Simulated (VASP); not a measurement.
# Y in VASP: a series of runs

The runs below take Y through single point, with PBEsol.

Program: VASP 6.6.1. These are calculated values, not measurements. Logs are shortened: lines on timing, memory, paths and dates and some standing lists are left out, and cuts for length are marked.

## (1) The cell of the first run

The cell holds a wire or tube with vacuum around it, 2 atoms: a = 10.400 Å, b = 9.300 Å, c = 5.515 Å, α = 90.00°, β = 90.00°, γ = 90.00°.

## (2) Single point, PBEsol, collinear spin

Contents of INCAR:

```
ALGO = Normal ; EDIFF = 1E-7
ENCUT = 520 ; GGA = PS
ISIF = 2 ; ISMEAR = 0
ISPIN = 2 ; LASPH = T
LCHARG = F ; LMAXMIX = 4
LORBIT = 11 ; LREAL = F
LWAVE = F ; MAGMOM = 1.5 1.5
NBANDS = 22 ; NELM = 150
PREC = Accurate ; SIGMA = 0.05
```

Contents of KPOINTS:

```
k-points
0
Gamma
  1 1 12
```

Contents of POSCAR:

```
Y
1.0
   10.4000000000      0.0000000000      0.0000000000
    0.0000000000      9.3000000000      0.0000000000
    0.0000000000      0.0000000000      5.5146484677
Y
2
Direct
    0.4371769773      0.5000000000      0.0000000000
    0.5628230227      0.5000000000      0.5000000000
```

Potentials or basis: VASP PAW PBE potentials, release 64 (Y_sv).

On the command line:

```console
cat potpaw_PBE.64/Y_sv/POTCAR > POTCAR
mpirun -np 1 vasp_std > vasp.out
```

OUTCAR:

```text
EDIFF = 1E-7
   ENCUT = 520
   GGA = PS
   ISIF = 2
   ISMEAR = 0
   ISPIN = 2
   LASPH = T
   LORBIT = 11
   LREAL = F
   NELM = 150
   PREC = Accurate

 ion  position               nearest neighbor table
   1  0.437  0.500  0.000-   2 3.05   2 3.05
   2  0.563  0.500  0.500-   1 3.05   1 3.05

  LATTYP: Found a simple orthorhombic cell.
 ALAT       =     5.5146484677
 B/A-ratio  =     1.6864175576
 C/A-ratio  =     1.8858863010

  Lattice vectors:

 A1 = (   0.0000000000,   0.0000000000,  -5.5146484677)
 A2 = (   0.0000000000,   9.3000000000,   0.0000000000)
 A3 = (  10.4000000000,   0.0000000000,   0.0000000000)

Analysis of symmetry for initial positions (statically):
=====================================================================
 Subroutine PRICEL returns:
 Original cell was already a primitive cell.

 Routine SETGRP: Setting up the symmetry group for a
 simple orthorhombic supercell.

 Subroutine GETGRP returns: Found  8 space group operations
 (whereof  4 operations were pure point group operations)
 out of a pool of  8 trial point group operations.

The static configuration has the point symmetry C_2v.
 The point group associated with its full space group is D_2h.

Analysis of symmetry for dynamics (positions and initial velocities):
=====================================================================
 Subroutine PRICEL returns:
 Original cell was already a primitive cell.

 Routine SETGRP: Setting up the symmetry group for a
 simple orthorhombic supercell.

 Subroutine GETGRP returns: Found  8 space group operations
 (whereof  4 operations were pure point group operations)
 out of a pool of  8 trial point group operations.

The dynamic configuration has the point symmetry C_2v.
 The point group associated with its full space group is D_2h.

Analysis of structural, dynamic, and magnetic symmetry:
=====================================================================
 Subroutine PRICEL returns:
 Original cell was already a primitive cell.

 Routine SETGRP: Setting up the symmetry group for a
 simple orthorhombic supercell.

 Subroutine GETGRP returns: Found  8 space group operations
 (whereof  4 operations were pure point group operations)
 out of a pool of  8 trial point group operations.

The overall configuration has the point symmetry C_2v.
 The point group associated with its full space group is D_2h.

 Subroutine INISYM returns: Found  8 space group operations
 (whereof  4 operations are pure point group operations),
 and found     1 'primitive' translations

----------------------------------------------------------------------------------------

                                     Primitive cell

  volume of cell :     533.3768

  direct lattice vectors                    reciprocal lattice vectors
    10.400000000  0.000000000  0.000000000     0.096153846  0.000000000  0.000000000
     0.000000000  9.300000000  0.000000000     0.000000000  0.107526882  0.000000000
     0.000000000  0.000000000  5.514648468     0.000000000  0.000000000  0.181335221

  length of vectors
    10.400000000  9.300000000  5.514648468     0.096153846  0.107526882  0.181335221

  position of ions in fractional coordinates (direct lattice)
     0.437176977  0.500000000  0.000000000
     0.562823023  0.500000000  0.500000000

  ion indices of the primitive-cell ions
   primitive index   ion index
                 1           1
                 2           2

----------------------------------------------------------------------------------------

 KPOINTS: k-points

Automatic generation of k-mesh.
 Grid dimensions read from file:
 generate k-points for:    1    1   12

 Generating k-lattice:

  Cartesian coordinates                     Fractional coordinates (reciprocal lattice)
     0.096153846  0.000000000  0.000000000     1.000000000  0.000000000  0.000000000
     0.000000000  0.107526882  0.000000000     0.000000000  1.000000000  0.000000000
     0.000000000  0.000000000  0.015111268     0.000000000  0.000000000  0.083333333

  Length of vectors
     0.096153846  0.107526882  0.015111268

  Shift w.r.t. Gamma in fractional coordinates (k-lattice)
     0.000000000  0.000000000  0.000000000

 Subroutine IBZKPT returns following result:
 ===========================================

 Found      7 irreducible k-points:

 Following reciprocal coordinates:
            Coordinates               Weight
  0.000000  0.000000  0.000000      1.000000
  0.000000  0.000000  0.083333      2.000000
  0.000000  0.000000  0.166667      2.000000
  0.000000  0.000000  0.250000      2.000000
  0.000000  0.000000  0.333333      2.000000
  0.000000  0.000000  0.416667      2.000000
  0.000000  0.000000  0.500000      1.000000
   k-points           NKPTS =      7   k-points in BZ     NKDIM =      7   number of bands    NBANDS=     22
   number of dos      NEDOS =    301   number of ions     NIONS =      2
   total plane-waves  NPLWV = 235200
   dimension x,y,z NGX =    80 NGY =   70 NGZ =   42
   dimension x,y,z NGXF=   160 NGYF=  140 NGZF=   84
   ions per type =               2
   NGX,Y,Z   is equivalent  to a cutoff of  12.79, 12.51, 12.66 a.u.
   NGXF,Y,Z  is equivalent  to a cutoff of  25.58, 25.03, 25.32 a.u.
 SYSTEM =  unknown system
   PREC   = accura    normal or accurate (medium, high low for compatibility)
   ISTART =      0    job   : 0-new  1-cont  2-samecut
   ICHARG =      2    charge: 1-file 2-atom 10-const
   ISPIN  =      2    spin polarized calculation?
   LNONCOLLINEAR =      F non collinear calculations
   LSORBIT =      F    spin-orbit coupling
   LASPH  =      T    aspherical Exc in radial PAW
   ENCUT  =  520.0 eV  38.22 Ry    6.18 a.u.  19.34 17.29 10.25*2*pi/ulx,y,z
   NELM   =    150;   NELMIN=  2; NELMDL= -5     # of ELM steps
   EDIFF  = 0.1E-06   stopping-criterion for ELM
   LREAL  =      F    real-space projection
   EDIFFG = 0.1E-05   stopping-criterion for IOM
   NSW    =      0    number of steps for IOM
   IBRION =     -1    ionic relax: 0-MD 1-quasi-New 2-CG
   NFREE  =      0    steps in history (QN), initial steepest desc. (CG)
   ISIF   =      2    stress and relaxation
   ISYM   =      2    0-nonsym 1-usesym 2-fastsym
   POTIM  = 0.5000    time-step for ionic-motion
   TEBEG  =    0.0;   TEEND  =   0.0 temperature during run
   PSTRESS=    0.0 pullay stress
   NELECT =      22.0000    total number of electrons
   NUPDOWN=      -1.0000    fix difference up-down
   EMIN   =  10.00;   EMAX   =-10.00  energy-range for DOS
   EFERMI =   0.00;   METHOD = LEGACY
   ISMEAR =     0;   SIGMA  =   0.05  broadening in eV -4-tet -1-fermi 0-gaus
   EFERMI_NEDOS =   21; number of points for ismear=-14 and -15
   IALGO  =     38    algorithm
   IMIX   =      4    mixing-type and parameters
     AMIX     =   0.40;   BMIX     =  1.00
     AMIX_MAG =   1.60;   BMIX_MAG =  1.00
  volume/ion in A,a.u.               =     266.69      1799.70
  Fermi-wavevector in a.u.,A,eV,Ry     =   0.565637  1.068899  4.353116  0.319945
  Thomas-Fermi vector in A             =   1.603699
   LORBIT       =     11    0 simple, 1 ext, 2 COOP (PROOUT), +10 PAW based schemes
   GGA     = PS    functional components
   LHFCALC =     F    Hartree Fock is set to
   AEXX    =    0.0000 exact exchange contribution
   IVDW    =     0    specifies the selected vdW correction
   LEPSILON=     F    determine dielectric tensor
   LRPA    =     F    only Hartree local field effects (RPA)
 spin polarized calculation
 Gauss-broadening in eV      SIGMA  =   0.05
  energy-cutoff  :      520.00
  volume of cell :      533.38
 maximum number of plane-waves:     14402
 NGX is ok and might be reduce to    80
   NGX = 39   NGY = 35   NGZ = 21

 number of electron      22.0000000 magnetization       3.8337125

 Free energy of the ion-electron system (eV)
  ---------------------------------------------------
  ext. energy  EPLUGINS =         0.00000000
  ---------------------------------------------------
  free energy    TOTEN  =        -7.41911325 eV

  energy without entropy =       -7.41546240  energy(sigma->0) =       -7.41728783

 E-fermi :  -2.0601     XC(G=0):  -2.6134

 val. band max:       -2.0718942169   @ k =   0.0000   0.0000   0.2500
 cond. band min:      -1.9340421192   @ k =   0.0000   0.0000   0.1667
 fundamental gap:      0.1378520977
 Fermi energy:        -2.0600600057

 spin component 1

 k-point     1 :       0.0000    0.0000    0.0000
  band No.  band energies     occupation
      1     -45.9097      1.00000
      2     -45.7715      1.00000
      3     -26.3061      1.00000
      4     -26.0315      1.00000
      5     -26.0278      1.00000
      6     -25.9282      1.00000
[... 14 lines left out ...]
     21       0.5424      0.00000
     22       0.7301      0.00000

 k-point     2 :       0.0000    0.0000    0.0833
  band No.  band energies     occupation
      1     -45.9074      1.00000
      2     -45.7739      1.00000
      3     -26.3021      1.00000
      4     -26.0366      1.00000
      5     -26.0253      1.00000
      6     -25.9180      1.00000
[... 14 lines left out ...]
     21       0.5758      0.00000
     22       0.7689      0.00000

 k-point     3 :       0.0000    0.0000    0.1667
  band No.  band energies     occupation
      1     -45.9005      1.00000
      2     -45.7809      1.00000
      3     -26.2901      1.00000
      4     -26.0516      1.00000
      5     -26.0181      1.00000
      6     -25.8909      1.00000
[... 14 lines left out ...]
     21       0.6603      0.00000
     22       0.8161      0.00000
[... 51 lines left out ...]
 k-point     6 :       0.0000    0.0000    0.4167
  band No.  band energies     occupation
      1     -45.8590      1.00000
      2     -45.8232      1.00000
      3     -26.2119      1.00000
      4     -26.1401      1.00000
      5     -25.9738      1.00000
      6     -25.9358      1.00000
[... 14 lines left out ...]
     21       1.0560      0.00000
     22       1.1900      0.00000

 k-point     7 :       0.0000    0.0000    0.5000
  band No.  band energies     occupation
      1     -45.8411      1.00000
      2     -45.8411      1.00000
      3     -26.1765      1.00000
      4     -26.1765      1.00000
      5     -25.9549      1.00000
      6     -25.9549      1.00000
[... 14 lines left out ...]
     21       1.2302      0.00000
     22       1.2302      0.00000
 Fermi energy:        -2.0600600057

 spin component 2

 k-point     1 :       0.0000    0.0000    0.0000
  band No.  band energies     occupation
      1     -45.4124      1.00000
      2     -45.2856      1.00000
      3     -25.5052      1.00000
      4     -25.4886      1.00000
      5     -25.4598      1.00000
      6     -25.3957      1.00000
[... 14 lines left out ...]
     21       0.8778      0.00000
     22       1.6104      0.00000

 k-point     2 :       0.0000    0.0000    0.0833
  band No.  band energies     occupation
      1     -45.4103      1.00000
      2     -45.2877      1.00000
      3     -25.5200      1.00000
      4     -25.4914      1.00000
      5     -25.4576      1.00000
      6     -25.3677      1.00000
[... 14 lines left out ...]
     21       0.9163      0.00000
     22       1.6390      0.00000

 k-point     3 :       0.0000    0.0000    0.1667
  band No.  band energies     occupation
      1     -45.4040      1.00000
      2     -45.2942      1.00000
      3     -25.5432      1.00000
      4     -25.4995      1.00000
      5     -25.4511      1.00000
      6     -25.3375      1.00000
[... 14 lines left out ...]
     21       1.0045      0.00000
     22       1.7178      0.00000
[... 51 lines left out ...]
 k-point     6 :       0.0000    0.0000    0.4167
  band No.  band energies     occupation
      1     -45.3658      1.00000
      2     -45.3330      1.00000
      3     -25.5641      1.00000
      4     -25.5419      1.00000
      5     -25.4116      1.00000
      6     -25.3776      1.00000
[... 14 lines left out ...]
     21       1.3701      0.00000
     22       1.8309      0.00000

 k-point     7 :       0.0000    0.0000    0.5000
  band No.  band energies     occupation
      1     -45.3494      1.00000
      2     -45.3494      1.00000
      3     -25.5552      1.00000
      4     -25.5552      1.00000
      5     -25.3946      1.00000
      6     -25.3946      1.00000
[... 14 lines left out ...]
     21       1.6204      0.00000
     22       1.6204      0.00000

------------------------ aborting loop because EDIFF is reached ----------------------------------------

  FORCE on cell =-STRESS in cart. coord.  units (eV):
  Direction    XX          YY          ZZ          XY          YZ          ZX
  --------------------------------------------------------------------------------------
  -------------------------------------------------------------------------------------
  Total       -0.1215304     -0.1740041     -0.0243943      0.0000000      0.0000000      0.0000000
  in kB       -0.3650577     -0.5226800     -0.0732765      0.0000000      0.0000000      0.0000000
  external PRESSURE =      -0.3203381 kB  Pullay stress =       0.0000000 kB

 VOLUME and BASIS-vectors are now :
 -----------------------------------------------------------------------------
  energy-cutoff  :      520.00
  volume of cell :      533.38
      direct lattice vectors                 reciprocal lattice vectors
    10.400000000  0.000000000  0.000000000     0.096153846  0.000000000  0.000000000
     0.000000000  9.300000000  0.000000000     0.000000000  0.107526882  0.000000000
     0.000000000  0.000000000  5.514648468     0.000000000  0.000000000  0.181335221

 POSITION                                       TOTAL-FORCE (eV/Angst)
 -----------------------------------------------------------------------------------
      4.54664      4.65000      0.00000         0.012050      0.000000      0.000000
      5.85336      4.65000      2.75732        -0.012050      0.000000      0.000000
 -----------------------------------------------------------------------------------
    total drift:                                0.000000     -0.000000     -0.000000

  FREE ENERGIE OF THE ION-ELECTRON SYSTEM (eV)
  ---------------------------------------------------
  free  energy   TOTEN  =        -7.4191132484 eV

  energy  without entropy=       -7.4154624048  energy(sigma->0) =       -7.41728783

 total charge

# of ion       s       p       d       f       tot
--------------------------------------------------
    1        2.319   6.018   1.021   0.007   9.365
    2        2.319   6.018   1.021   0.007   9.365
--------------------------------------------------
tot          4.638  12.036   2.043   0.013  18.731

 magnetization (x)

# of ion       s       p       d       f       tot
--------------------------------------------------
    1        0.042   0.111   0.962   0.005   1.121
    2        0.042   0.111   0.962   0.005   1.121
--------------------------------------------------
tot          0.085   0.223   1.924   0.010   2.242
```

Run time: 11 min. Hardware: 1 thread of AMD EPYC 7R13, shared host; peak memory 0.76 GiB.

Results:

- Free energy: -7.4191 eV
- Largest force: 0.012 eV/Å
- Net moment: 3.83 μB per cell
- Site moments: Y +1.12 μB
- Valence electrons inside the program's atomic spheres: Y 9.37

Forces in eV/Å, atoms in the order of the input:
```
Y    0.012  0.000  0.000
Y   -0.012  0.000  0.000
```

Levels at points of the mesh, in eV from the Fermi level:
Spin up:
| k point | band 10 | band 11 | band 12 | band 13 | band 14 | band 15 | band 16 | band 17 |
| --- | --- | --- | --- | --- | --- | --- | --- | --- |
| (0.00, 0.00, 0.00) | -0.61 | -0.48 | -0.05 | 0.26 | 0.53 | 0.59 | 0.62 | 0.82 |
| (0.00, 0.00, 0.50) | -1.33 | -0.77 | -0.77 | -0.45 | -0.45 | 0.88 | 0.88 | 1.44 |
Spin down:
```tsv
k point	band 7	band 8	band 9	band 10	band 11	band 12
(0.00, 0.00, 0.00)	-23.27	-22.57	-1.58	0.71	0.73	0.83
(0.00, 0.00, 0.50)	-22.90	-22.90	-0.11	-0.11	0.30	0.30
```

Caveat: the PAW data sets were made with another functional, which shifts forces and pressure a little.

## (3) Single point, PBEsol, collinear spin

This run uses another cell than the first one.

Contents of INCAR:

```
ALGO     = Normal         # electronic algorithm
EDIFF    = 1E-7           # SCF threshold, eV
ENCUT    = 520            # plane-wave cutoff, eV
GGA      = PS             # functional
ISIF     = 2              # what is computed and relaxed
ISMEAR   = 0              # smearing method
ISPIN    = 2              # spin polarisation
LASPH    = T              # aspherical terms in the spheres
LCHARG   = F              # write CHGCAR
LMAXMIX  = 4              # l up to which the mixer works
LORBIT   = 11             # projections on sites
LREAL    = F              # projectors in reciprocal space
LWAVE    = F              # write WAVECAR
MAGMOM   = 1.5 1.5        # initial moments
NBANDS   = 22             # bands
NELM     = 150            # most SCF steps
PREC     = Accurate       # precision mode
SIGMA    = 0.05           # smearing width, eV
```

KPOINTS is that of step 2.

Contents of POSCAR:

```
Y
1.0
   10.4000000000      0.0000000000      0.0000000000
    0.0000000000      9.3000000000      0.0000000000
    0.0000000000      0.0000000000      5.6383792426
Y
2
Direct
    0.4322310187      0.5000000000      0.0000000000
    0.5677689813      0.5000000000      0.5000000000
```

Potentials or basis: VASP PAW PBE potentials, release 64 (Y_sv).

On the command line:

```console
cat potpaw_PBE.64/Y_sv/POTCAR > POTCAR
mpirun -np 1 vasp_std > vasp.out
```

It took 11 min on 1 thread of AMD EPYC 7R13, shared host; peak memory 0.76 GiB.

It converged, with:

```
Free energy                                           : -7.3826 eV
Largest force                                         : 0.255 eV/Å
Net moment                                            : 3.83 μB per cell
Site moments                                          : Y +1.08 μB
Valence electrons inside the program's atomic spheres : Y 9.30
```

Forces on the atoms (eV/Å):
```
Y    0.255  0.000  0.000
Y   -0.255  0.000  0.000
```

Levels at points of the mesh, in eV from the Fermi level:
Spin up:
```
           k point  band 12  band 13  band 14  band 15  band 16  band 17
(0.00, 0.00, 0.00)     0.00     0.19     0.34     0.44     0.51     0.82
(0.00, 0.00, 0.50)    -0.68    -0.44    -0.44     0.81     0.81     1.32
```
Spin down:
```
           k point  band 7  band 8  band 9  band 10  band 11  band 12
(0.00, 0.00, 0.00)  -23.45  -22.81   -1.62     0.67     0.77     0.80
(0.00, 0.00, 0.50)  -23.06  -23.06   -0.24    -0.24     0.38     0.38
```

Caveat: the PAW data sets were made with another functional, which shifts forces and pressure a little.
